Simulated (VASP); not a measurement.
# Al3BAs2 (P-4m2) in VASP: a series of runs

Al3BAs2 is run at these levels: PBE; tasks: single point, relaxation of cell and atoms.

Program: VASP 6.6.1. These are calculated values, not measurements. Logs are shortened: lines on timing, memory, paths and dates and some standing lists are left out, and cuts for length are marked.

## Step 1: The cell of the first run

The structure is tetragonal, space group P-4m2 (No. 115). Conventional cell: a = 3.931 Å, b = 3.931 Å, c = 7.443 Å, α = 90.00°, β = 90.00°, γ = 90.00°. Al (site symmetry 2mm) has 2 As at 1.97 Å and 2 B at 2.39 Å within 2.6 Å. Within 3.3 Å of Al (site symmetry -4m2) lie 2 As at 2.52 Å and 4 Al at 3.08 Å. Within 3.2 Å of B (site symmetry -4m2) lie 4 Al at 2.39 Å and 8 As at 3.03 Å. Within 2.6 Å of As (site symmetry 2mm) lie 3 Al at 1.97 to 2.52 Å and 1 As at 2.41 Å.

The cell was built from a structure type or drawn by symmetry, and may not be a known phase.

## Step 2: Single point, PBE

INCAR

```
SYSTEM = Al3BAs2
PREC = Accurate ; ENCUT = 520
EDIFF = 1E-6 ; ISMEAR = 0
SIGMA = 0.1 ; LREAL = .False.
LASPH = .True. ; NELM = 80
ALGO = Normal ; ISIF = 2
LWAVE = .False. ; LCHARG = .False.
GGA = PE ; NBANDS = 20
```

KPOINTS

```
regular mesh
0
Gamma
  4 4 4
  0 0 0
```

POSCAR

```
Al3BAs2
1.0
    3.9306563400      0.0000000000      0.0000000000
    0.0000000000      3.9306563400      0.0000000000
    0.0000000000      0.0000000000      7.4426780300
Al B As
3 1 2
Direct
    0.0000000000      0.5000000000      0.6816478300
    0.5000000000      0.0000000000      0.3183521700
    0.5000000000      0.5000000000      0.0000000000
    0.0000000000      0.0000000000      0.5000000000
    0.5000000000      0.5000000000      0.6619304400
    0.5000000000      0.5000000000      0.3380695600
```

Potentials or basis: VASP PAW PBE potentials, release 64 (Al, B, As).

On the command line:

```bash
> cat potpaw_PBE.64/Al/POTCAR potpaw_PBE.64/B/POTCAR potpaw_PBE.64/As/POTCAR > POTCAR
> mpirun -np 1 vasp_std > vasp.out
```

OUTCAR:

```text
SYSTEM = Al3BAs2
   PREC = Accurate
   ENCUT = 520
   EDIFF = 1E-6
   ISMEAR = 0
   LREAL = .False.
   LASPH = .True.
   NELM = 80
   ISIF = 2
   GGA = PE

 ion  position               nearest neighbor table
   1  0.000  0.500  0.682-   5 1.97   5 1.97   4 2.39   4 2.39   3 3.08   3 3.08
   2  0.500  0.000  0.318-   6 1.97   6 1.97   4 2.39   4 2.39   3 3.08   3 3.08
   3  0.500  0.500  0.000-   5 2.52   6 2.52   1 3.08   2 3.08   2 3.08   1 3.08
   4  0.000  0.000  0.500-   1 2.39   2 2.39   1 2.39   2 2.39
   5  0.500  0.500  0.662-   1 1.97   1 1.97   6 2.41   3 2.52
   6  0.500  0.500  0.338-   2 1.97   2 1.97   5 2.41   3 2.52

  LATTYP: Found a simple tetragonal cell.
 ALAT       =     3.9306563400
 C/A-ratio  =     1.8934949754

  Lattice vectors:

 A1 = (   3.9306563400,   0.0000000000,   0.0000000000)
 A2 = (   0.0000000000,   3.9306563400,   0.0000000000)
 A3 = (   0.0000000000,   0.0000000000,   7.4426780300)

Analysis of symmetry for initial positions (statically):
=====================================================================
 Subroutine PRICEL returns:
 Original cell was already a primitive cell.

 Routine SETGRP: Setting up the symmetry group for a
 simple tetragonal supercell.

 Subroutine GETGRP returns: Found  8 space group operations
 (whereof  8 operations were pure point group operations)
 out of a pool of 16 trial point group operations.

The static configuration has the point symmetry D_2d.

Analysis of symmetry for dynamics (positions and initial velocities):
=====================================================================
 Subroutine PRICEL returns:
 Original cell was already a primitive cell.

 Routine SETGRP: Setting up the symmetry group for a
 simple tetragonal supercell.

 Subroutine GETGRP returns: Found  8 space group operations
 (whereof  8 operations were pure point group operations)
 out of a pool of 16 trial point group operations.

The dynamic configuration has the point symmetry D_2d.

 Subroutine INISYM returns: Found  8 space group operations
 (whereof  8 operations are pure point group operations),
 and found     1 'primitive' translations

----------------------------------------------------------------------------------------

                                     Primitive cell

  volume of cell :     114.9898

  direct lattice vectors                    reciprocal lattice vectors
     3.930656340  0.000000000  0.000000000     0.254410438  0.000000000  0.000000000
     0.000000000  3.930656340  0.000000000     0.000000000  0.254410438  0.000000000
     0.000000000  0.000000000  7.442678030     0.000000000  0.000000000  0.134360239

  length of vectors
     3.930656340  3.930656340  7.442678030     0.254410438  0.254410438  0.134360239

  position of ions in fractional coordinates (direct lattice)
     0.000000000  0.500000000  0.681647830
     0.500000000  0.000000000  0.318352170
     0.500000000  0.500000000  0.000000000
     0.000000000  0.000000000  0.500000000
     0.500000000  0.500000000  0.661930440
     0.500000000  0.500000000  0.338069560

  ion indices of the primitive-cell ions
   primitive index   ion index
                 1           1
                 2           2
                 3           3
                 4           4
                 5           5
                 6           6

----------------------------------------------------------------------------------------

 KPOINTS: regular mesh

Automatic generation of k-mesh.
 Grid dimensions read from file:
 generate k-points for:    4    4    4

 Generating k-lattice:

  Cartesian coordinates                     Fractional coordinates (reciprocal lattice)
     0.063602609  0.000000000  0.000000000     0.250000000  0.000000000  0.000000000
     0.000000000  0.063602609  0.000000000     0.000000000  0.250000000  0.000000000
     0.000000000  0.000000000  0.033590060     0.000000000  0.000000000  0.250000000

  Length of vectors
     0.063602609  0.063602609  0.033590060

  Shift w.r.t. Gamma in fractional coordinates (k-lattice)
     0.000000000  0.000000000  0.000000000

 Subroutine IBZKPT returns following result:
 ===========================================

 Found     18 irreducible k-points:

 Following reciprocal coordinates:
            Coordinates               Weight
  0.000000  0.000000  0.000000      1.000000
  0.250000  0.000000  0.000000      4.000000
  0.500000  0.000000  0.000000      2.000000
  0.250000  0.250000  0.000000      4.000000
  0.500000  0.250000  0.000000      4.000000
  0.500000  0.500000  0.000000      1.000000
[... 10 lines left out ...]
  0.500000  0.250000  0.500000      4.000000
  0.500000  0.500000  0.500000      1.000000
   k-points           NKPTS =     18   k-points in BZ     NKDIM =     18   number of bands    NBANDS=     20
   number of dos      NEDOS =    301   number of ions     NIONS =      6
   total plane-waves  NPLWV =  50400
   dimension x,y,z NGX =    30 NGY =   30 NGZ =   56
   dimension x,y,z NGXF=    60 NGYF=   60 NGZF=  112
   ions per type =               3   1   2
   NGX,Y,Z   is equivalent  to a cutoff of  12.69, 12.69, 12.51 a.u.
   NGXF,Y,Z  is equivalent  to a cutoff of  25.38, 25.38, 25.02 a.u.
 SYSTEM =  Al3BAs2
   PREC   = accura    normal or accurate (medium, high low for compatibility)
   ISTART =      0    job   : 0-new  1-cont  2-samecut
   ICHARG =      2    charge: 1-file 2-atom 10-const
   ISPIN  =      1    spin polarized calculation?
   LNONCOLLINEAR =      F non collinear calculations
   LSORBIT =      F    spin-orbit coupling
   LASPH  =      T    aspherical Exc in radial PAW
   ENCUT  =  520.0 eV  38.22 Ry    6.18 a.u.   7.31  7.31 13.84*2*pi/ulx,y,z
   NELM   =     80;   NELMIN=  2; NELMDL= -5     # of ELM steps
   EDIFF  = 0.1E-05   stopping-criterion for ELM
   LREAL  =      F    real-space projection
   EDIFFG = 0.1E-04   stopping-criterion for IOM
   NSW    =      0    number of steps for IOM
   IBRION =     -1    ionic relax: 0-MD 1-quasi-New 2-CG
   NFREE  =      0    steps in history (QN), initial steepest desc. (CG)
   ISIF   =      2    stress and relaxation
   ISYM   =      2    0-nonsym 1-usesym 2-fastsym
   POTIM  = 0.5000    time-step for ionic-motion
   TEBEG  =    0.0;   TEEND  =   0.0 temperature during run
   PSTRESS=    0.0 pullay stress
   NELECT =      22.0000    total number of electrons
   NUPDOWN=      -1.0000    fix difference up-down
   EMIN   =  10.00;   EMAX   =-10.00  energy-range for DOS
   EFERMI =   0.00;   METHOD = LEGACY
   ISMEAR =     0;   SIGMA  =   0.10  broadening in eV -4-tet -1-fermi 0-gaus
   EFERMI_NEDOS =   21; number of points for ismear=-14 and -15
   IALGO  =     38    algorithm
   IMIX   =      4    mixing-type and parameters
     AMIX     =   0.40;   BMIX     =  1.00
     AMIX_MAG =   1.60;   BMIX_MAG =  1.00
  volume/ion in A,a.u.               =      19.16       129.33
  Fermi-wavevector in a.u.,A,eV,Ry     =   0.943328  1.782631 12.107378  0.889867
  Thomas-Fermi vector in A             =   2.071024
   LORBIT       =      0    0 simple, 1 ext, 2 COOP (PROOUT), +10 PAW based schemes
   GGA     = PE    functional components
   LHFCALC =     F    Hartree Fock is set to
   AEXX    =    0.0000 exact exchange contribution
   IVDW    =     0    specifies the selected vdW correction
   LEPSILON=     F    determine dielectric tensor
   LRPA    =     F    only Hartree local field effects (RPA)
 non-spin polarized calculation
 Gauss-broadening in eV      SIGMA  =   0.10
  energy-cutoff  :      520.00
  volume of cell :      114.99
 maximum number of plane-waves:      3120
 NGX is ok and might be reduce to    30
   NGX = 15   NGY = 15   NGZ = 27

 number of electron      21.9999999 magnetization

 Free energy of the ion-electron system (eV)
  ---------------------------------------------------
  ext. energy  EPLUGINS =         0.00000000
  ---------------------------------------------------
  free energy    TOTEN  =       -15.89466347 eV

  energy without entropy =      -15.88759523  energy(sigma->0) =      -15.89112935

 E-fermi :   5.1947     XC(G=0):  -9.3311

 val. band max:        5.1261361631   @ k =   0.5000   0.5000   0.5000
 cond. band min:       5.2575695737   @ k =   0.5000   0.2500   0.5000
 fundamental gap:      0.1314334105
 Fermi energy:         5.1947396557

 k-point     1 :       0.0000    0.0000    0.0000
  band No.  band energies     occupation
      1      -9.6492      2.00000
      2      -7.2189      2.00000
      3      -2.6912      2.00000
      4      -0.1192      2.00000
      5      -0.0942      2.00000
      6      -0.0942      2.00000
[... 12 lines left out ...]
     19      10.4231      0.00000
     20      11.9518      0.00000

 k-point     2 :       0.2500    0.0000    0.0000
  band No.  band energies     occupation
      1      -9.3491      2.00000
      2      -6.9475      2.00000
      3      -2.8435      2.00000
      4      -2.2194      2.00000
      5       0.1702      2.00000
      6       0.4217      2.00000
[... 12 lines left out ...]
     19      10.8805      0.00000
     20      11.0735      0.00000

 k-point     3 :       0.5000    0.0000    0.0000
  band No.  band energies     occupation
      1      -8.9770      2.00000
      2      -6.5750      2.00000
      3      -4.1729      2.00000
      4      -1.7828      2.00000
      5      -0.6367      2.00000
      6       0.4880      2.00000
[... 12 lines left out ...]
     19       9.8509      0.00000
     20      11.2956      0.00000

 k-point     4 :       0.2500    0.2500    0.0000
  band No.  band energies     occupation
      1      -9.0573      2.00000
      2      -6.6936      2.00000
      3      -2.7709      2.00000
      4      -1.8986      2.00000
      5      -1.7614      2.00000
      6       0.7358      2.00000
[... 12 lines left out ...]
     19      10.3239      0.00000
     20      10.5379      0.00000

 k-point     5 :       0.5000    0.2500    0.0000
  band No.  band energies     occupation
      1      -8.7001      2.00000
      2      -6.3538      2.00000
      3      -3.7154      2.00000
      4      -1.5140      2.00000
      5      -1.4585      2.00000
      6      -0.5255      2.00000
[... 12 lines left out ...]
     19      10.6903      0.00000
     20      12.3386      0.00000

 k-point     6 :       0.5000    0.5000    0.0000
  band No.  band energies     occupation
      1      -8.3694      2.00000
      2      -6.0619      2.00000
      3      -2.8882      2.00000
      4      -2.8882      2.00000
      5      -1.2990      2.00000
      6      -1.0369      2.00000
[... 12 lines left out ...]
     19      11.0820      0.00000
     20      12.6680      0.00000

 k-point     7 :       0.0000    0.0000    0.2500
  band No.  band energies     occupation
      1      -9.6285      2.00000
      2      -7.3076      2.00000
      3      -2.2847      2.00000
      4      -0.1116      2.00000
      5      -0.0849      2.00000
      6      -0.0849      2.00000
[... 12 lines left out ...]
     19      10.7465      0.00000
     20      11.6267      0.00000
[... 139 lines left out ...]
 k-point    14 :       0.2500    0.0000    0.5000
  band No.  band energies     occupation
      1      -9.3076      2.00000
      2      -7.1145      2.00000
      3      -2.7932      2.00000
      4      -1.1717      2.00000
      5       0.1868      2.00000
      6       0.2357      2.00000
[... 12 lines left out ...]
     19      10.1060      0.00000
     20      10.1094      0.00000

 k-point    15 :       0.5000    0.0000    0.5000
  band No.  band energies     occupation
      1      -8.9372      2.00000
      2      -6.7335      2.00000
      3      -4.1529      2.00000
      4      -0.8373      2.00000
      5      -0.7447      2.00000
      6       0.5008      2.00000
[... 12 lines left out ...]
     19      10.4688      0.00000
     20      11.3545      0.00000

 k-point    16 :       0.2500    0.2500    0.5000
  band No.  band energies     occupation
      1      -9.0162      2.00000
      2      -6.8542      2.00000
      3      -2.7402      2.00000
      4      -1.7481      2.00000
      5      -0.8601      2.00000
      6       0.6270      2.00000
[... 12 lines left out ...]
     19      10.4531      0.00000
     20      11.3362      0.00000

 k-point    17 :       0.5000    0.2500    0.5000
  band No.  band energies     occupation
      1      -8.6604      2.00000
      2      -6.5059      2.00000
      3      -3.6958      2.00000
      4      -1.4944      2.00000
      5      -0.6507      2.00000
      6      -0.4739      2.00000
[... 12 lines left out ...]
     19      10.2869      0.00000
     20      10.8605      0.00000

 k-point    18 :       0.5000    0.5000    0.5000
  band No.  band energies     occupation
      1      -8.3305      2.00000
      2      -6.2060      2.00000
      3      -2.8701      2.00000
      4      -2.8701      2.00000
      5      -1.2919      2.00000
      6      -0.1214      2.00000
[... 12 lines left out ...]
     19      10.1289      0.00000
     20      11.2368      0.00000

------------------------ aborting loop because EDIFF is reached ----------------------------------------

  FORCE on cell =-STRESS in cart. coord.  units (eV):
  Direction    XX          YY          ZZ          XY          YZ          ZX
  --------------------------------------------------------------------------------------
  -------------------------------------------------------------------------------------
  Total       31.0506635     31.0506635      8.4077865      0.0000000      0.0000000      0.0000000
  in kB      432.6354327    432.6354327    117.1474603      0.0000000      0.0000000      0.0000000
  external PRESSURE =     327.4727753 kB  Pullay stress =       0.0000000 kB

 VOLUME and BASIS-vectors are now :
 -----------------------------------------------------------------------------
  energy-cutoff  :      520.00
  volume of cell :      114.99
      direct lattice vectors                 reciprocal lattice vectors
     3.930656340  0.000000000  0.000000000     0.254410438  0.000000000  0.000000000
     0.000000000  3.930656340  0.000000000     0.000000000  0.254410438  0.000000000
     0.000000000  0.000000000  7.442678030     0.000000000  0.000000000  0.134360239

 POSITION                                       TOTAL-FORCE (eV/Angst)
 -----------------------------------------------------------------------------------
      0.00000      1.96533      5.07329        -0.000000      0.000000      1.094370
      1.96533      0.00000      2.36939         0.000000      0.000000     -1.094370
      1.96533      1.96533      0.00000        -0.000000      0.000000      0.000000
      0.00000      0.00000      3.72134        -0.000000      0.000000      0.000000
      1.96533      1.96533      4.92654        -0.000000     -0.000000      0.975048
      1.96533      1.96533      2.51614        -0.000000      0.000000     -0.975048
 -----------------------------------------------------------------------------------
    total drift:                                0.000000      0.000000     -0.000000

  FREE ENERGIE OF THE ION-ELECTRON SYSTEM (eV)
  ---------------------------------------------------
  free  energy   TOTEN  =       -15.8946634716 eV

  energy  without entropy=      -15.8875952262  energy(sigma->0) =      -15.89112935
```

Run time: 19 s. Hardware: 1 thread of Intel Xeon 6975P-C (Granite Rapids), shared host; peak memory 0.23 GiB.

What came out:

```
Free energy            : -15.8947 eV
Pressure               : 32.7 GPa
Largest force          : 1.094 eV/Å
Band gap on the k mesh : zero (bands 11 and 12 overlap by 2.45 eV)
```

Forces on the atoms (eV/Å):
```
Al   0.000  0.000  1.094
Al   0.000  0.000 -1.094
Al   0.000  0.000  0.000
B    0.000  0.000  0.000
As   0.000  0.000  0.975
As   0.000  0.000 -0.975
```

Stress tensor (GPa, compression positive):
```
43.26  0.00  0.00
 0.00 43.26  0.00
 0.00  0.00 11.71
```

Levels at points of the mesh, in eV from the Fermi level:
```tsv
k point	band 8	band 9	band 10	band 11	band 12	band 13	band 14	band 15
(0.00, 0.00, 0.00)	-2.35	-2.19	-1.54	-1.01	1.42	1.63	1.63	2.38
(0.50, 0.00, 0.00)	-1.61	-1.10	-1.07	-0.86	-0.58	-0.31	1.49	3.21
(0.50, 0.50, 0.00)	-3.80	-2.11	-1.45	-1.45	-0.45	0.47	1.67	2.78
(0.00, 0.00, 0.50)	-2.47	-2.47	-1.49	1.53	2.12	2.12	2.19	3.12
(0.50, 0.00, 0.50)	-1.93	-1.27	-1.21	-1.17	-0.86	1.41	2.10	2.81
(0.50, 0.50, 0.50)	-4.11	-3.18	-2.23	-0.07	-0.07	0.91	0.91	3.09
```

Caveat: the k points lie up to 0.40 Å⁻¹ apart, too coarse for converged energies and pressures of a metal; forces of over 1 eV/Å act on the atoms, so gaps and moduli don't describe the material at rest.

(Part 1 of 3 ends here.)
